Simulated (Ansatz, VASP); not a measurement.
BiTe: VASP beside Ansatz

File POSCAR:

```
BiTe
1.0
    0.4059002071      3.4501517606      3.4501517606
    3.4501517606      0.4059002071      3.4501517606
    3.4501517606      3.4501517606      0.4059002071
Bi Te
1 1
Direct
    0.0000000000      0.0000000000      0.0000000000
    0.5000000000      0.5000000000      0.5000000000
```

File INCAR.step1:

```
PREC = Accurate
ENCUT = 520
ISMEAR = 0
SIGMA = 0.15
LREAL = F
LASPH = T
NELM = 100
NBANDS = 18
GGA = PE
ALGO = Normal
EDIFF = 1E-4
LWAVE = T
LCHARG = F
```

File INCAR.step2:

```
PREC = Accurate
ENCUT = 520
EDIFF = 1E-6
ISMEAR = 0
SIGMA = 0.15
LREAL = F
LASPH = T
NELM = 100
ALGO = Normal
ISIF = 2
LWAVE = F
LCHARG = F
METAGGA = R2SCAN
LMIXTAU = T
NBANDS = 18
ISTART = 1
```

File KPOINTS:

```
Automatic mesh
0
Gamma
  14 14 14
```

Input for Ansatz:

```yaml
crystal:
  lattice:
    - [0.4059002071, 3.4501517606, 3.4501517606]
    - [3.4501517606, 0.4059002071, 3.4501517606]
    - [3.4501517606, 3.4501517606, 0.4059002071]
  atoms:
    - { symbol: Bi, position: [0.0, 0.0, 0.0] }
    - { symbol: Te, position: [0.5, 0.5, 0.5] }
basis:
  ecutwfc: 500
kpoints:
  mp_grid: { grid: [14, 14, 14] }
hamiltonian:
  xc: r2scan
scf:
  occupations: { method: gaussian, width: 0.15 }
output:
  forces: true
  stress: true
  eigenvalues: true
  write_density: true
  write_potential: true
  elf: true
  volumetric_format: npy
```

Alike in both runs: task single point; functional r2SCAN; k mesh 14 × 14 × 14; occupations gaussian, width 0.15 eV; no spin polarisation.

|  | VASP | Ansatz |
| --- | --- | --- |
| version | VASP 6.6.1 | Ansatz 0.2.0 |
| potentials or method | VASP PAW PBE potentials, release 64 (Bi_d, Te), cutoff 520 eV | scalar-relativistic, plane waves, PAW |
| valence electrons in the cell | 21 | 31 |

```tsv
	VASP	Ansatz	Ansatz less VASP
gap on the k mesh at the Fermi level (eV)	none	none	-
pressure (GPa)	-1.0	-1.0	+0.02
traceless stress, the component that is largest in VASP (GPa)	-0.17	-0.17	+0.004
```

VASP's potentials were made for PBE, not for r2SCAN. A gap of «none» marks a metal or a gap that the smearing closes. The functional is the same, so the differences come from potentials, cutoffs and numerics. VASP's potentials hold 21 valence electrons a cell and Ansatz's 31, so a difference there can come from the potentials and not from the codes.

Spin-orbit coupling is off throughout.
